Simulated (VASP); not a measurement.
# GaN (P6_3/mmc) in VASP: a series of runs, part 2 of 2

VASP 6.6.1. The steps go on from the part before.

**4. Single point, r2SCAN**

This run uses another cell than the first one, of 11.21 Å³/atom, 1.064 times its volume.

POSCAR

```
GaN
1.0
    3.3000348257      0.0000000000      0.0000000000
   -1.6500174128      2.8579139924      0.0000000000
    0.0000000000      0.0000000000      4.7558746756
Ga N
2 2
Direct
    0.3333333333      0.6666666667      0.2500000000
    0.6666666667      0.3333333333      0.7500000000
    0.6666666667      0.3333333333      0.2500000000
    0.3333333333      0.6666666667      0.7500000000
```

INCAR.step1

```
  ALGO = Normal
  EDIFF = 1E-4
  ENCUT = 520
  GGA = PE
  ISMEAR = 0
  LASPH = True
  LCHARG = False
  LREAL = False
  LWAVE = True
  NBANDS = 26
  NELM = 100
  PREC = Accurate
  SIGMA = 0.01
```

INCAR.step2

```
  ALGO = Normal
  EDIFF = 1E-6
  ENCUT = 520
  ISIF = 2
  ISMEAR = 0
  ISTART = 1
  LASPH = True
  LCHARG = True
  LELF = True
  LMIXTAU = True
  LREAL = False
  LVHAR = True
  LWAVE = False
  METAGGA = R2SCAN
  NBANDS = 26
  NELM = 100
  PREC = Accurate
  SIGMA = 0.01
```

KPOINTS

```
k-points
0
Gamma
  9 9 4
```

Potentials or basis: VASP PAW PBE potentials, release 64 (Ga_d, N).

On the command line:

```bash
$ cat potpaw_PBE.64/Ga_d/POTCAR potpaw_PBE.64/N/POTCAR > POTCAR
$ cp INCAR.step1 INCAR
$ mpirun -np 1 vasp_std > vasp.out
$ cp INCAR.step2 INCAR
$ mpirun -np 1 vasp_std > vasp.out
```

OUTCAR:

```text
EDIFF = 1E-6
   ENCUT = 520
   ISIF = 2
   ISMEAR = 0
   ISTART = 1
   LASPH = True
   LREAL = False
   METAGGA = R2SCAN
   NELM = 100
   PREC = Accurate

 ion  position               nearest neighbor table
   1  0.333  0.667  0.250-   3 1.91   3 1.91   3 1.91
   2  0.667  0.333  0.750-   4 1.91   4 1.91   4 1.91
   3  0.667  0.333  0.250-   1 1.91   1 1.91   1 1.91
   4  0.333  0.667  0.750-   2 1.91   2 1.91   2 1.91

  LATTYP: Found a hexagonal cell.
 ALAT       =     3.3000348257
 C/A-ratio  =     1.4411589352

  Lattice vectors:

 A1 = (   3.3000348257,   0.0000000000,   0.0000000000)
 A2 = (  -1.6500174128,   2.8579139924,   0.0000000000)
 A3 = (   0.0000000000,   0.0000000000,   4.7558746756)

Analysis of symmetry for initial positions (statically):
=====================================================================
 Subroutine PRICEL returns:
 Original cell was already a primitive cell.

 Routine SETGRP: Setting up the symmetry group for a
 hexagonal supercell.

 Subroutine GETGRP returns: Found 24 space group operations
 (whereof 12 operations were pure point group operations)
 out of a pool of 24 trial point group operations.

The static configuration has the point symmetry D_3d.
 The point group associated with its full space group is D_6h.

Analysis of symmetry for dynamics (positions and initial velocities):
=====================================================================
 Subroutine PRICEL returns:
 Original cell was already a primitive cell.

 Routine SETGRP: Setting up the symmetry group for a
 hexagonal supercell.

 Subroutine GETGRP returns: Found 24 space group operations
 (whereof 12 operations were pure point group operations)
 out of a pool of 24 trial point group operations.

The dynamic configuration has the point symmetry D_3d.
 The point group associated with its full space group is D_6h.

 Subroutine INISYM returns: Found 24 space group operations
 (whereof 12 operations are pure point group operations),
 and found     1 'primitive' translations

----------------------------------------------------------------------------------------

                                     Primitive cell

  volume of cell :      44.8537

  direct lattice vectors                    reciprocal lattice vectors
     3.300034826  0.000000000  0.000000000     0.303027105  0.174952781  0.000000000
    -1.650017413  2.857913992  0.000000000     0.000000000  0.349905561  0.000000000
     0.000000000  0.000000000  4.755874676     0.000000000  0.000000000  0.210266264

  length of vectors
     3.300034826  3.300034826  4.755874676     0.349905561  0.349905561  0.210266264

  position of ions in fractional coordinates (direct lattice)
     0.333333333  0.666666667  0.250000000
     0.666666667  0.333333333  0.750000000
     0.666666667  0.333333333  0.250000000
     0.333333333  0.666666667  0.750000000

  ion indices of the primitive-cell ions
   primitive index   ion index
                 1           1
                 2           2
                 3           3
                 4           4

----------------------------------------------------------------------------------------

 KPOINTS: k-points

Automatic generation of k-mesh.
 Grid dimensions read from file:
 generate k-points for:    9    9    4

 Generating k-lattice:

  Cartesian coordinates                     Fractional coordinates (reciprocal lattice)
     0.033669678  0.019439198  0.000000000     0.111111111  0.000000000  0.000000000
     0.000000000  0.038878396  0.000000000     0.000000000  0.111111111  0.000000000
     0.000000000  0.000000000  0.052566566     0.000000000  0.000000000  0.250000000

  Length of vectors
     0.038878396  0.038878396  0.052566566

  Shift w.r.t. Gamma in fractional coordinates (k-lattice)
     0.000000000  0.000000000  0.000000000

 Subroutine IBZKPT returns following result:
 ===========================================

 Found     36 irreducible k-points:

 Following reciprocal coordinates:
            Coordinates               Weight
  0.000000  0.000000  0.000000      1.000000
  0.111111  0.000000  0.000000      6.000000
  0.222222  0.000000  0.000000      6.000000
  0.333333  0.000000  0.000000      6.000000
  0.444444  0.000000  0.000000      6.000000
  0.111111  0.111111  0.000000      6.000000
[... 16 lines left out ...]
  0.333333  0.222222  0.250000     24.000000
  0.333333  0.333333  0.250000      4.000000
 [... further k-points ...]
   k-points           NKPTS =     36   k-points in BZ     NKDIM =     36   number of bands    NBANDS=     26
   number of dos      NEDOS =    301   number of ions     NIONS =      4
   total plane-waves  NPLWV =  28224
   dimension x,y,z NGX =    28 NGY =   28 NGZ =   36
   dimension x,y,z NGXF=    56 NGYF=   56 NGZF=   72
   ions per type =               2   2
   NGX,Y,Z   is equivalent  to a cutoff of  14.11, 14.11, 12.58 a.u.
   NGXF,Y,Z  is equivalent  to a cutoff of  28.21, 28.21, 25.17 a.u.
 SYSTEM =  unknown system
   PREC   = accura    normal or accurate (medium, high low for compatibility)
   ISTART =      1    job   : 0-new  1-cont  2-samecut
   ICHARG =      0    charge: 1-file 2-atom 10-const
   ISPIN  =      1    spin polarized calculation?
   LNONCOLLINEAR =      F non collinear calculations
   LSORBIT =      F    spin-orbit coupling
   LASPH  =      T    aspherical Exc in radial PAW
   ENCUT  =  520.0 eV  38.22 Ry    6.18 a.u.   6.14  6.14  8.84*2*pi/ulx,y,z
   NELM   =    100;   NELMIN=  2; NELMDL=  0     # of ELM steps
   EDIFF  = 0.1E-05   stopping-criterion for ELM
   LREAL  =      F    real-space projection
   EDIFFG = 0.1E-04   stopping-criterion for IOM
   NSW    =      0    number of steps for IOM
   IBRION =     -1    ionic relax: 0-MD 1-quasi-New 2-CG
   NFREE  =      0    steps in history (QN), initial steepest desc. (CG)
   ISIF   =      2    stress and relaxation
   ISYM   =      2    0-nonsym 1-usesym 2-fastsym
   POTIM  = 0.5000    time-step for ionic-motion
   TEBEG  =    0.0;   TEEND  =   0.0 temperature during run
   PSTRESS=    0.0 pullay stress
   NELECT =      36.0000    total number of electrons
   NUPDOWN=      -1.0000    fix difference up-down
   EMIN   =  10.00;   EMAX   =-10.00  energy-range for DOS
   EFERMI =   0.00;   METHOD = LEGACY
   ISMEAR =     0;   SIGMA  =   0.01  broadening in eV -4-tet -1-fermi 0-gaus
   EFERMI_NEDOS =   21; number of points for ismear=-14 and -15
   IALGO  =     38    algorithm
   IMIX   =      4    mixing-type and parameters
     AMIX     =   0.40;   BMIX     =  1.00
     AMIX_MAG =   1.60;   BMIX_MAG =  1.00
  volume/ion in A,a.u.               =      11.21        75.67
  Fermi-wavevector in a.u.,A,eV,Ry     =   1.521398  2.875026 31.492770  2.314653
  Thomas-Fermi vector in A             =   2.630119
   LORBIT       =      0    0 simple, 1 ext, 2 COOP (PROOUT), +10 PAW based schemes
   METAGGA = R2SCAN    functional components
   LHFCALC =     F    Hartree Fock is set to
   AEXX    =    0.0000 exact exchange contribution
   IVDW    =     0    specifies the selected vdW correction
   LEPSILON=     F    determine dielectric tensor
   LRPA    =     F    only Hartree local field effects (RPA)
 non-spin polarized calculation
 Gauss-broadening in eV      SIGMA  =   0.01
  energy-cutoff  :      520.00
  volume of cell :       44.85
 maximum number of plane-waves:      1230
 NGX is ok and might be reduce to    28
   NGX = 13   NGY = 13   NGZ = 17

 number of electron      35.9999985 magnetization

 Free energy of the ion-electron system (eV)
  ---------------------------------------------------
  ext. energy  EPLUGINS =         0.00000000
  ---------------------------------------------------
  free energy    TOTEN  =       -42.82314038 eV

  energy without entropy =      -42.82314038  energy(sigma->0) =      -42.82314038

 E-fermi :   5.9131     XC(G=0): -12.7835

 val. band max:        5.8647430153   @ k =   0.0000   0.0000   0.0000
 cond. band min:       7.7409052766   @ k =   0.0000   0.0000   0.0000
 fundamental gap:      1.8761622613
 Fermi energy:         5.9131497846

 k-point     1 :       0.0000    0.0000    0.0000
  band No.  band energies     occupation
      1     -11.6464      2.00000
      2     -10.6115      2.00000
      3      -8.7183      2.00000
      4      -8.7183      2.00000
      5      -8.7114      2.00000
      6      -8.7114      2.00000
[... 685 lines left out ...]
     25      18.7168      0.00000
     26      18.7227      0.00000

 [... further k-points ...]

------------------------ aborting loop because EDIFF is reached ----------------------------------------

  FORCE on cell =-STRESS in cart. coord.  units (eV):
  Direction    XX          YY          ZZ          XY          YZ          ZX
  --------------------------------------------------------------------------------------
  -------------------------------------------------------------------------------------
  Total        0.3987736      0.3987736     -0.0305031      0.0000000      0.0000000      0.0000000
  in kB       14.2442292     14.2442292     -1.0895748      0.0000000      0.0000000      0.0000000
  external PRESSURE =       9.1329612 kB  Pullay stress =       0.0000000 kB

 VOLUME and BASIS-vectors are now :
 -----------------------------------------------------------------------------
  energy-cutoff  :      520.00
  volume of cell :       44.85
      direct lattice vectors                 reciprocal lattice vectors
     3.300034826  0.000000000  0.000000000     0.303027105  0.174952781  0.000000000
    -1.650017413  2.857913992  0.000000000     0.000000000  0.349905561  0.000000000
     0.000000000  0.000000000  4.755874676     0.000000000  0.000000000  0.210266264

 POSITION                                       TOTAL-FORCE (eV/Angst)
 -----------------------------------------------------------------------------------
     -0.00000      1.90528      1.18897         0.000000     -0.000000      0.000000
      1.65002      0.95264      3.56691        -0.000000      0.000000      0.000000
      1.65002      0.95264      1.18897        -0.000000     -0.000000      0.000000
     -0.00000      1.90528      3.56691        -0.000000      0.000000      0.000000
 -----------------------------------------------------------------------------------
    total drift:                                0.000000      0.000000     -0.000000

  FREE ENERGIE OF THE ION-ELECTRON SYSTEM (eV)
  ---------------------------------------------------
  free  energy   TOTEN  =       -42.8231403798 eV

  energy  without entropy=      -42.8231403798  energy(sigma->0) =      -42.82314038
```

Wall time 4.2 min (1 thread of AMD EPYC 7R43 (Zen 3), shared host); peak memory 0.16 GiB.

Results:

```
Free energy            : -42.8231 eV
Pressure               : 0.9 GPa
Band gap on the k mesh : 1.88 eV, direct
```

Stress tensor (GPa, compression positive):
```
 1.42  0.00  0.00
 0.00  1.42  0.00
 0.00  0.00 -0.11
```

Caveat: the PAW data sets were made with another functional, which shifts forces and pressure a little.

**5. The runs side by side**

```tsv
cell	gap on the mesh (eV)	pressure (GPa)
a = 3.233, b = 3.233, c = 4.659 Å, angles 90.0, 90.0, 120.0°, 4 atoms	2.44	15.3
a = 3.267, b = 3.267, c = 4.708 Å, angles 90.0, 90.0, 120.0°, 4 atoms	2.15	7.5
a = 3.300, b = 3.300, c = 4.756 Å, angles 90.0, 90.0, 120.0°, 4 atoms	1.88	0.9
```

Alike in all rows: task single point; level r2SCAN; potentials or basis VASP PAW PBE potentials, release 64 (Ga_d, N); no spin polarisation; k mesh 9 × 9 × 4; cutoff (eV) 520; smearing gaussian 0.01 eV.

Caveats: the PAW data sets were made with another functional, which shifts forces and pressure a little.

Total energies depend on the potentials used, so only differences within one code and one set of settings carry meaning.
